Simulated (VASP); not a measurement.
## BN: single point with PBE

Crystal: BN.

```
B N
1.0
     1.81208   -1.81208    0.00000
     1.81208    0.00000   -1.81208
     9.26175    6.44295    6.04027
B N
6 6
Direct
  0.82409 0.73613 0.39580
  0.23150 0.18058 0.22913
  0.41668 0.29169 0.56247
  0.60187 0.40280 0.89580
  0.00927 0.84724 0.72913
  0.63890 0.62502 0.06247
  0.47224 0.37502 0.43747
  0.87964 0.81947 0.27080
  0.06483 0.93058 0.60413
  0.25001 0.04169 0.93747
  0.65742 0.48613 0.77080
  0.28705 0.26391 0.10413
```

This cell differs from its parent crystal: the part above a cut slid along it.

* Program: VASP 6.6.1
* Task: single point
* Functional: PBE
* Potentials or basis: VASP PAW PBE potentials, release 64 (B, N)
* Cutoff: 600 eV
* k mesh: 10 × 10 × 2
* Occupations: gaussian, width 0.05 eV
* Spin: no spin polarisation

The pressure is 0.2 GPa. The largest force is 2.574 eV/Å and the band gap on the k mesh is 2.52 eV (least direct gap 3.65 eV).

Forces in eV/Å, atoms in the order of the input:
```
B    0.097  0.104  0.088
B    0.315  0.173  0.071
B    0.093  0.095  0.091
B   -0.550  0.215 -0.044
B    0.076  0.108  0.069
B   -0.252  2.387 -0.675
N   -0.092 -0.095 -0.095
N   -0.093 -0.073 -0.107
N   -0.091 -0.111 -0.086
N   -0.308 -2.443  0.750
N   -0.121 -0.341 -0.051
N    0.927 -0.018 -0.012
```

Stress tensor (GPa, compression positive):
```
 5.18  9.12 -2.04
 9.12  3.55  6.67
-2.04  6.67 -8.24
```

Levels at points of the mesh, in eV from the valence-band top:
| k point | band 21 | band 22 | band 23 | band 24 | band 25 | band 26 | band 27 | band 28 |
| --- | --- | --- | --- | --- | --- | --- | --- | --- |
| (0.00, 0.00, 0.00) | -0.83 | -0.49 | -0.35 | 0.00 | 6.71 | 8.05 | 8.32 | 8.59 |
| (0.50, 0.00, 0.00) | -3.24 | -3.20 | -2.41 | -1.13 | 2.52 | 4.91 | 5.57 | 6.87 |
| (0.00, 0.50, 0.00) | -3.28 | -3.06 | -2.50 | -2.19 | 4.33 | 5.04 | 5.24 | 6.87 |
| (0.50, 0.50, 0.00) | -3.30 | -2.96 | -2.45 | -2.18 | 4.53 | 4.68 | 5.73 | 6.99 |
| (0.00, 0.00, 0.50) | -0.80 | -0.63 | -0.40 | -0.36 | 6.75 | 8.01 | 8.26 | 8.63 |
| (0.50, 0.00, 0.50) | -2.95 | -2.80 | -2.50 | -1.16 | 2.60 | 4.48 | 6.14 | 6.84 |
| (0.00, 0.50, 0.50) | -3.12 | -3.02 | -2.55 | -2.07 | 4.34 | 4.60 | 5.98 | 6.36 |
| (0.50, 0.50, 0.50) | -3.57 | -2.93 | -2.54 | -1.95 | 4.10 | 5.24 | 5.79 | 6.56 |

Wall time 6.3 min on 1 thread of Oxide Virtual Turin-like Processor, on a shared host, peak memory 0.31 GiB.

Caveat: the cell differs from its parent crystal (the part above a cut slid along it); the stress differs along the axes, from -8 to 5 GPa; forces of over 1 eV/Å act on the atoms, so gaps and moduli don't describe the material at rest. A k mesh can miss the band edges.
